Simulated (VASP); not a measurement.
# BN (P1) in VASP: single point with PBE

Aim: the single point of BN with PBE.

Program: VASP 6.6.1. These are calculated values, not measurements. Logs are shortened: lines on timing, memory, paths and dates and some standing lists are left out, and cuts for length are marked.

### Step 1. The cell of the first run

The typed cell holds 4 atoms: a = 2.567 Å, b = 2.547 Å, c = 4.271 Å, α = 90.38°, β = 89.94°, γ = 120.78°.

### Step 2. Single point, PBE (atoms moved at random and the cell strained at random)

File INCAR:

```
SYSTEM = BN
ALGO     = Normal         ! electronic algorithm
EDIFF    = 1E-7           ! SCF threshold, eV
ENCUT    = 520            ! plane-wave cutoff, eV
GGA      = PE             ! functional
ISIF     = 2              ! what is computed and relaxed
ISMEAR   = 0              ! smearing method
LASPH    = .TRUE.         ! aspherical terms in the spheres
LCHARG   = .TRUE.         ! write CHGCAR
LELF     = .TRUE.         ! ELF
LREAL    = .FALSE.        ! projectors in reciprocal space
LVHAR    = .TRUE.       
LWAVE    = .FALSE.        ! write WAVECAR
NBANDS   = 16             ! bands
NELM     = 80             ! most SCF steps
PREC     = Accurate       ! precision mode
SIGMA    = 0.05           ! smearing width, eV
```

File KPOINTS:

```
k-points
0
G
  12 12 6
  0 0 0
```

File POSCAR:

```
BN
1.0
    2.5667552653     -0.0115051933      0.0014387977
   -1.2933414224      2.1938488732     -0.0085409176
    0.0023812580     -0.0149474527      4.2713641683
B N
2 2
Direct
    0.6559967362      0.5539837248      1.0224291091
    0.4341303267      0.6157705854      0.4648218751
    0.6794050864      0.2992984416      0.6255634360
    0.2304678507      0.5309472482      0.1371855798
```

Potentials or basis: VASP PAW PBE potentials, release 64 (B, N).

The run is started by

```console
cat potpaw_PBE.64/B/POTCAR potpaw_PBE.64/N/POTCAR > POTCAR
mpirun -np 1 vasp_std > vasp.out
```

OUTCAR:

```text
SYSTEM = BN
   EDIFF = 1E-7
   ENCUT = 520
   GGA = PE
   ISIF = 2
   ISMEAR = 0
   LASPH = .TRUE.
   LREAL = .FALSE.
   NELM = 80
   PREC = Accurate

 ion  position               nearest neighbor table
   1  0.656  0.554  0.022-   4 1.17   4 1.58   3 1.82   2 2.00
   2  0.434  0.616  0.465-   3 1.43   4 1.47   3 1.66   3 1.81   1 2.00
   3  0.679  0.299  0.626-   2 1.43   2 1.66   2 1.81   1 1.82
   4  0.230  0.531  0.137-   1 1.17   2 1.47   1 1.58

  LATTYP: Found a triclinic cell.
 ALAT       =     2.5467190384
 B/A-ratio  =     1.0078777498
 C/A-ratio  =     1.6772132778
 COS(alpha) =     0.0011337120
 COS(beta)  =     0.0066513498
 COS(gamma) =     0.5117041088

  Lattice vectors:

 A1 = (   1.2933414224,  -2.1938488732,   0.0085409176)
 A2 = (   2.5667552653,  -0.0115051933,   0.0014387977)
 A3 = (   0.0023812580,  -0.0149474527,   4.2713641683)

Analysis of symmetry for initial positions (statically):
=====================================================================
 Subroutine PRICEL returns:
 Original cell was already a primitive cell.

 Routine SETGRP: Setting up the symmetry group for a
 triclinic supercell.

 Subroutine GETGRP returns: Found  1 space group operations
 (whereof  1 operations were pure point group operations)
 out of a pool of  2 trial point group operations.

The static configuration has the point symmetry C_1 .

Analysis of symmetry for dynamics (positions and initial velocities):
=====================================================================
 Subroutine PRICEL returns:
 Original cell was already a primitive cell.

 Routine SETGRP: Setting up the symmetry group for a
 triclinic supercell.

 Subroutine GETGRP returns: Found  1 space group operations
 (whereof  1 operations were pure point group operations)
 out of a pool of  2 trial point group operations.

The dynamic configuration has the point symmetry C_1 .

 Subroutine INISYM returns: Found  1 space group operations
 (whereof  1 operations are pure point group operations),
 and found     1 'primitive' translations

----------------------------------------------------------------------------------------

                                     Primitive cell

  volume of cell :      23.9885

  direct lattice vectors                    reciprocal lattice vectors
     2.566755265 -0.011505193  0.001438798     0.390628861  0.230290024  0.000588117
    -1.293341422  2.193848873 -0.008540918     0.002047705  0.457033319  0.001598227
     0.002381258 -0.014947453  4.271364168    -0.000127488  0.000836300  0.234120240

  length of vectors
     2.566781454  2.546719038  4.271390986     0.453458651  0.457040701  0.234121768

  position of ions in fractional coordinates (direct lattice)
     0.655996736  0.553983725  0.022429109
     0.434130327  0.615770585  0.464821875
     0.679405086  0.299298442  0.625563436
     0.230467851  0.530947248  0.137185580

  ion indices of the primitive-cell ions
   primitive index   ion index
                 1           1
                 2           2
                 3           3
                 4           4

----------------------------------------------------------------------------------------

 KPOINTS: k-points

Automatic generation of k-mesh.
 Grid dimensions read from file:
 generate k-points for:   12   12    6

 Generating k-lattice:

  Cartesian coordinates                     Fractional coordinates (reciprocal lattice)
     0.032552405  0.019190835  0.000049010     0.083333333 -0.000000000  0.000000000
     0.000170642  0.038086110  0.000133186    -0.000000000  0.083333333  0.000000000
    -0.000021248  0.000139383  0.039020040     0.000000000  0.000000000  0.166666667

  Length of vectors
     0.037788221  0.038086725  0.039020295

  Shift w.r.t. Gamma in fractional coordinates (k-lattice)
     0.000000000  0.000000000  0.000000000

 Subroutine IBZKPT returns following result:
 ===========================================

 Found    436 irreducible k-points:

 Following reciprocal coordinates:
            Coordinates               Weight
  0.000000  0.000000  0.000000      1.000000
  0.083333  0.000000  0.000000      2.000000
  0.166667  0.000000 -0.000000      2.000000
  0.250000 -0.000000 -0.000000      2.000000
  0.333333  0.000000 -0.000000      2.000000
  0.416667 -0.000000 -0.000000      2.000000
[... 16 lines left out ...]
  0.250000  0.166667 -0.000000      2.000000
  0.333333  0.166667 -0.000000      2.000000
 [... further k-points ...]
   k-points           NKPTS =    436   k-points in BZ     NKDIM =    436   number of bands    NBANDS=     16
   number of dos      NEDOS =    301   number of ions     NIONS =      4
   total plane-waves  NPLWV =  12800
   dimension x,y,z NGX =    20 NGY =   20 NGZ =   32
   dimension x,y,z NGXF=    40 NGYF=   40 NGZF=   64
   ions per type =               2   2
   NGX,Y,Z   is equivalent  to a cutoff of  12.95, 13.06, 12.45 a.u.
   NGXF,Y,Z  is equivalent  to a cutoff of  25.91, 26.11, 24.91 a.u.
 SYSTEM =  BN
   PREC   = accura    normal or accurate (medium, high low for compatibility)
   ISTART =      0    job   : 0-new  1-cont  2-samecut
   ICHARG =      2    charge: 1-file 2-atom 10-const
   ISPIN  =      1    spin polarized calculation?
   LNONCOLLINEAR =      F non collinear calculations
   LSORBIT =      F    spin-orbit coupling
   LASPH  =      T    aspherical Exc in radial PAW
   ENCUT  =  520.0 eV  38.22 Ry    6.18 a.u.   4.77  4.74  7.94*2*pi/ulx,y,z
   NELM   =     80;   NELMIN=  2; NELMDL= -5     # of ELM steps
   EDIFF  = 0.1E-06   stopping-criterion for ELM
   LREAL  =      F    real-space projection
   EDIFFG = 0.1E-05   stopping-criterion for IOM
   NSW    =      0    number of steps for IOM
   IBRION =     -1    ionic relax: 0-MD 1-quasi-New 2-CG
   NFREE  =      0    steps in history (QN), initial steepest desc. (CG)
   ISIF   =      2    stress and relaxation
   ISYM   =      2    0-nonsym 1-usesym 2-fastsym
   POTIM  = 0.5000    time-step for ionic-motion
   TEBEG  =    0.0;   TEEND  =   0.0 temperature during run
   PSTRESS=    0.0 pullay stress
   NELECT =      16.0000    total number of electrons
   NUPDOWN=      -1.0000    fix difference up-down
   EMIN   =  10.00;   EMAX   =-10.00  energy-range for DOS
   EFERMI =   0.00;   METHOD = LEGACY
   ISMEAR =     0;   SIGMA  =   0.05  broadening in eV -4-tet -1-fermi 0-gaus
   EFERMI_NEDOS =   21; number of points for ismear=-14 and -15
   IALGO  =     38    algorithm
   IMIX   =      4    mixing-type and parameters
     AMIX     =   0.40;   BMIX     =  1.00
     AMIX_MAG =   1.60;   BMIX_MAG =  1.00
  volume/ion in A,a.u.               =       6.00        40.47
  Fermi-wavevector in a.u.,A,eV,Ry     =   1.430366  2.703000 27.836792  2.045947
  Thomas-Fermi vector in A             =   2.550219
   LORBIT       =      0    0 simple, 1 ext, 2 COOP (PROOUT), +10 PAW based schemes
   GGA     = PE    functional components
   LHFCALC =     F    Hartree Fock is set to
   AEXX    =    0.0000 exact exchange contribution
   IVDW    =     0    specifies the selected vdW correction
   LEPSILON=     F    determine dielectric tensor
   LRPA    =     F    only Hartree local field effects (RPA)
 non-spin polarized calculation
 Gauss-broadening in eV      SIGMA  =   0.05
  energy-cutoff  :      520.00
  volume of cell :       23.99
 maximum number of plane-waves:       658
   NGX =  9   NGY =  9   NGZ = 15

 number of electron      15.9999998 magnetization

 Free energy of the ion-electron system (eV)
  ---------------------------------------------------
  ext. energy  EPLUGINS =         0.00000000
  ---------------------------------------------------
  free energy    TOTEN  =       -29.13420549 eV

  energy without entropy =      -29.13420541  energy(sigma->0) =      -29.13420545

 E-fermi :   9.4815     XC(G=0): -12.7473

 val. band max:        9.3499300631   @ k =   0.0000   0.0000   0.0000
 cond. band min:       9.6111309583   @ k =   0.5000   0.5000   0.5000
 fundamental gap:      0.2612008951
 Fermi energy:         9.4815009964

 k-point     1 :       0.0000    0.0000    0.0000
  band No.  band energies     occupation
      1     -13.5818      2.00000
      2      -8.8885      2.00000
      3      -3.5987      2.00000
      4       1.3121      2.00000
      5       5.8350      2.00000
      6       6.7458      2.00000
[... 8 lines left out ...]
     15      22.7011      0.00000
     16      24.5513      0.00000

 k-point     2 :       0.0833    0.0000    0.0000
  band No.  band energies     occupation
      1     -13.4464      2.00000
      2      -8.7771      2.00000
      3      -3.4677      2.00000
      4       1.0507      2.00000
      5       5.5875      2.00000
      6       6.4501      2.00000
[... 8 lines left out ...]
     15      22.4843      0.00000
     16      24.6049      0.00000

 k-point     3 :       0.1667    0.0000   -0.0000
  band No.  band energies     occupation
      1     -13.0484      2.00000
      2      -8.4594      2.00000
      3      -3.0884      2.00000
      4       0.3191      2.00000
      5       4.9601      2.00000
      6       5.6588      2.00000
[... 8 lines left out ...]
     15      22.0748      0.00000
     16      24.5976      0.00000

 k-point     4 :       0.2500   -0.0000   -0.0000
  band No.  band energies     occupation
      1     -12.4177      2.00000
      2      -7.9966      2.00000
      3      -2.5376      2.00000
      4      -0.6749      2.00000
      5       3.9802      2.00000
      6       4.5591      2.00000
[... 8 lines left out ...]
     15      21.7631      0.00000
     16      24.3593      0.00000
[... 324 lines left out ...]
 k-point    22 :       0.1667    0.1667   -0.0000
  band No.  band energies     occupation
      1     -11.9784      2.00000
      2      -7.6550      2.00000
      3      -2.1066      2.00000
      4      -0.5496      2.00000
      5       1.9057      2.00000
      6       4.4008      2.00000
[... 8 lines left out ...]
     15      22.0808      0.00000
     16      24.9278      0.00000

 k-point    23 :       0.2500    0.1667   -0.0000
  band No.  band energies     occupation
      1     -11.2251      2.00000
      2      -7.2289      2.00000
      3      -2.0800      2.00000
      4      -0.8671      2.00000
      5       1.3188      2.00000
      6       3.1716      2.00000
[... 8 lines left out ...]
     15      22.2926      0.00000
     16      24.8961      0.00000

 k-point    24 :       0.3333    0.1667   -0.0000
  band No.  band energies     occupation
      1     -10.5352      2.00000
      2      -7.0281      2.00000
      3      -2.6333      2.00000
      4      -0.3030      2.00000
      5       1.0792      2.00000
      6       2.0584      2.00000
[... 8 lines left out ...]
     15      22.3681      0.00000
     16      24.7023      0.00000

 [... further k-points ...]

------------------------ aborting loop because EDIFF is reached ----------------------------------------

  FORCE on cell =-STRESS in cart. coord.  units (eV):
  Direction    XX          YY          ZZ          XY          YZ          ZX
  --------------------------------------------------------------------------------------
  -------------------------------------------------------------------------------------
  Total       13.8478895      7.0863211      5.4547815      1.8883745     -4.7758256     -5.2965925
  in kB      924.8921806    473.2911095    364.3215656    126.1233934   -318.9745080   -353.7562164
  external PRESSURE =     587.5016186 kB  Pullay stress =       0.0000000 kB

 VOLUME and BASIS-vectors are now :
 -----------------------------------------------------------------------------
  energy-cutoff  :      520.00
  volume of cell :       23.99
      direct lattice vectors                 reciprocal lattice vectors
     2.566755265 -0.011505193  0.001438798     0.390628861  0.230290024  0.000588117
    -1.293341422  2.193848873 -0.008540918     0.002047705  0.457033319  0.001598227
     0.002381258 -0.014947453  4.271364168    -0.000127488  0.000836300  0.234120240

 POSITION                                       TOTAL-FORCE (eV/Angst)
 -----------------------------------------------------------------------------------
      0.96735      1.20747      0.09202        16.856429     -1.512535    -10.497674
      0.31901      1.33896      1.98079        -5.030125      1.089706      5.765739
      1.35826      0.63945      2.67043         1.707868      0.264400     -0.681157
     -0.09481      1.16012      0.58177       -13.534172      0.158429      5.413092
 -----------------------------------------------------------------------------------
    total drift:                                0.000228      0.000066     -0.000202

  FREE ENERGIE OF THE ION-ELECTRON SYSTEM (eV)
  ---------------------------------------------------
  free  energy   TOTEN  =       -29.1342054936 eV

  energy  without entropy=      -29.1342054134  energy(sigma->0) =      -29.13420545
```

Wall time 2.7 min (1 thread of Intel Xeon 8259CL, shared host); peak memory 0.24 GiB.

What came out:

* Free energy: -29.1342 eV
* Pressure: 58.8 GPa
* Largest force: 19.916 eV/Å
* Band gap on the k mesh: 0.26 eV (least direct gap 3.08 eV)

Forces on the atoms (eV/Å):
```
B    16.856  -1.513 -10.498
B    -5.030   1.090   5.766
N     1.708   0.264  -0.681
N   -13.534   0.158   5.413
```

Caveat: the cell differs from its parent crystal (atoms moved at random and the cell strained at random); the cell stands under pressure; forces of over 1 eV/Å act on the atoms, so gaps and moduli don't describe the material at rest. A k mesh can miss the band edges.
